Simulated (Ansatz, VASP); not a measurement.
Two plane-wave programs on CaO

Contents of POSCAR:

```
CaO
1.0
    0.0000000000      2.4444658965      2.4444658965
    2.4444658965      0.0000000000      2.4444658965
    2.4444658965      2.4444658965      0.0000000000
Ca O
1 1
Direct
    0.0000000000      0.0000000000      0.0000000000
    0.5000000000      0.5000000000      0.5000000000
```

Contents of INCAR.step1:

```
PREC = Accurate
ENCUT = 520
ISMEAR = 0
SIGMA = 0.02
LREAL = False
LASPH = True
NELM = 100
NBANDS = 15
GGA = PE
ALGO = Normal
EDIFF = 1E-4
LWAVE = True
LCHARG = False
```

The input INCAR.step2:

```
PREC = Accurate
ENCUT = 520
EDIFF = 1E-6
ISMEAR = 0
SIGMA = 0.02
LREAL = False
LASPH = True
NELM = 100
ALGO = Normal
ISIF = 2
LWAVE = False
LCHARG = True
METAGGA = R2SCAN
LMIXTAU = True
LELF = True
LVHAR = True
NBANDS = 15
ISTART = 1
```

KPOINTS

```
regular mesh
0
Gamma
  8 8 8
```

Input for Ansatz:

```yaml
crystal:
  lattice:
    - [0.0, 2.4444658965, 2.4444658965]
    - [2.4444658965, 0.0, 2.4444658965]
    - [2.4444658965, 2.4444658965, 0.0]
  atoms:
    - { symbol: Ca, position: [0.0, 0.0, 0.0] }
    - { symbol: O, position: [0.5, 0.5, 0.5] }
basis:
  ecutwfc: 500
kpoints:
  mp_grid: { grid: [8, 8, 8] }
hamiltonian:
  xc: r2scan
scf:
  occupations: { method: gaussian, width: 0.02 }
output:
  forces: true
  stress: true
  eigenvalues: true
```

Alike in both runs: task single point; functional r2SCAN; k mesh 8 × 8 × 8; occupations gaussian, width 0.02 eV; no spin polarisation.

```csv
,VASP,Ansatz
version,VASP 6.6.1,Ansatz 0.2.0
potentials or method,"VASP PAW PBE potentials, release 64 (Ca_sv, O), cutoff 520 eV","scalar-relativistic, plane waves, PAW"
valence electrons in the cell,16,16
```

|  | VASP | Ansatz | Ansatz less VASP |
| --- | --- | --- | --- |
| gap on the k mesh at the Fermi level (eV) | 4.20 | 4.20 | +0.009 |
| least direct gap on the mesh (eV) | 4.58 | 4.59 | +0.011 |
| pressure (GPa) | -5.2 | -6.0 | -0.80 |

VASP's potentials were made for PBE, not for r2SCAN. With one functional, cell and mesh, what is left measures potentials, basis and numerics.
